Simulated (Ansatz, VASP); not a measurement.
# Ta: VASP beside Ansatz

```
CELL_PARAMETERS angstrom
-1.66072 1.66072 1.66072
1.66072 -1.66072 1.66072
1.66072 1.66072 -1.66072
ATOMIC_POSITIONS crystal
Ta 0.00000 0.00000 0.00000
```

Alike in both runs: task single point; functional PBE; k mesh 14 × 14 × 14; occupations fermi-dirac, width 0.1 eV; no spin polarisation.

```csv
,VASP,Ansatz
version,VASP 6.6.1,Ansatz 0.2.0
potentials or method,"VASP PAW PBE potentials, release 64 (Ta_pv), cutoff 520 eV","plane waves (420 eV) with PAW, scalar-relativistic"
valence electrons in the cell,11,13
```

Ansatz gave:

| Property | Result |
| --- | --- |
| pressure (GPa) | -0.3 |

Task: What did VASP give for the same quantities?

Result: Pressure (GPa): -0.2.

VASP's potentials hold 11 valence electrons a cell and Ansatz's 13, so a difference there can come from the potentials and not from the codes.

Neither program's run includes spin-orbit coupling.
